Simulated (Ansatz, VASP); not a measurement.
One calculation of GaC, two programs

```xyz
4
Lattice="3.2658 0.0000 0.0000 -1.6329 2.8282 0.0000 0.0000 0.0000 5.5987" Properties=species:S:1:pos:R:3 pbc="T T T"
Ga    0.0000    1.8855    0.0689
Ga    1.6329    0.9427    2.8682
C     0.0000    1.8855    2.0703
C     1.6329    0.9427    4.8697
```

Alike in both runs: functional PBE; k mesh 6 × 6 × 4; occupations gaussian, width 0.1 eV; no spin polarisation.

Ansatz relaxed the structure, and its values are those at the end. VASP's run is a single point on that final structure, the one shown.

|  | VASP | Ansatz |
| --- | --- | --- |
| version | VASP 6.6.1 | Ansatz 0.2.0 |
| potentials or method | VASP PAW PBE potentials, release 64 (Ga_d, C), cutoff 600 eV | scalar-relativistic, plane waves, PAW |
| valence electrons in the cell | 34 | 34 |

```tsv
	VASP	Ansatz	Ansatz less VASP
gap on the k mesh at the Fermi level (eV)	none	none	-
pressure (GPa)	-0.1	-0.1	+0.02
```

A gap of «none» marks a metal or a gap that the smearing closes.

The k mesh is coarse, so the values compare programs but aren't converged.
